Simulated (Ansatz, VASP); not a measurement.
**Two plane-wave programs on W**

File POSCAR:

```
W
1.0
   -1.5973000000      1.4775025000      1.4775025000
    1.5973000000     -1.7170975000      1.7170975000
    1.5973000000      1.7170975000     -1.7170975000
W
1
Direct
    0.0000000000      0.0000000000      0.0000000000
```

File INCAR.step1:

```
PREC     = Accurate       # precision mode
ENCUT    = 520            # plane-wave cutoff, eV
ISMEAR   = 0              # smearing method
SIGMA    = 0.15           # smearing width, eV
LREAL    = False          # projectors in reciprocal space
LASPH    = True           # aspherical terms in the spheres
NELM     = 80             # most SCF steps
NBANDS   = 13             # bands
GGA      = PE             # functional
ALGO     = Normal         # electronic algorithm
EDIFF    = 1E-4           # SCF threshold, eV
LWAVE    = True           # write WAVECAR
LCHARG   = False          # write CHGCAR
```

INCAR.step2

```
PREC     = Accurate       # precision mode
ENCUT    = 520            # plane-wave cutoff, eV
EDIFF    = 1E-6           # SCF threshold, eV
ISMEAR   = 0              # smearing method
SIGMA    = 0.15           # smearing width, eV
LREAL    = False          # projectors in reciprocal space
LASPH    = True           # aspherical terms in the spheres
NELM     = 80             # most SCF steps
ALGO     = Normal         # electronic algorithm
ISIF     = 2              # what is computed and relaxed
LWAVE    = False          # write WAVECAR
LCHARG   = False          # write CHGCAR
METAGGA  = R2SCAN         # meta-GGA
LMIXTAU  = True         
NBANDS   = 13             # bands
ISTART   = 1
```

Contents of KPOINTS:

```
Automatic mesh
0
Gamma
  20 20 20
```

Input for Ansatz:

```yaml
crystal:
  lattice:
    - [-1.5973, 1.4775025, 1.4775025]
    - [1.5973, -1.7170975, 1.7170975]
    - [1.5973, 1.7170975, -1.7170975]
  atoms:
    - { symbol: W, position: [0.0, 0.0, 0.0] }
basis:
  ecutwfc: 500
kpoints:
  mp_grid: { grid: [20, 20, 20] }
hamiltonian:
  xc: r2scan
scf:
  occupations: { method: gaussian, width: 0.15 }
output:
  forces: true
  stress: true
  eigenvalues: true
```

Change from the starting cell: strain -0.1500 x Voigt [0, 0, 0, 1, 0, 0], atoms carried along.

Alike in both runs: task single point; functional r2SCAN; k mesh 20 × 20 × 20; occupations gaussian, width 0.15 eV; no spin polarisation.

|  | VASP | Ansatz |
| --- | --- | --- |
| version | VASP 6.6.1 | Ansatz 0.2.0 |
| potentials or method | VASP PAW PBE potentials, release 64 (W_sv), cutoff 520 eV | scalar-relativistic, plane waves, PAW |
| valence electrons in the cell | 14 | 14 |

VASP gave:

| Property | Result |
| --- | --- |
| gap on the k mesh at the Fermi level (eV) | none |
| pressure (GPa) | -0.6 |
| traceless stress, the component that is largest in VASP (GPa) | 22.47 |

Question: Estimate Ansatz's values.

Answer: gap on the k mesh at the Fermi level (eV): none; pressure (GPa): -1.9; traceless stress, the component that is largest in VASP (GPa): 22.18.

VASP's potentials were made for PBE, not for r2SCAN. A gap of «none» marks a metal or a gap that the smearing closes. With one functional, cell and mesh, what is left measures potentials, basis and numerics.

Neither program's run includes spin-orbit coupling.
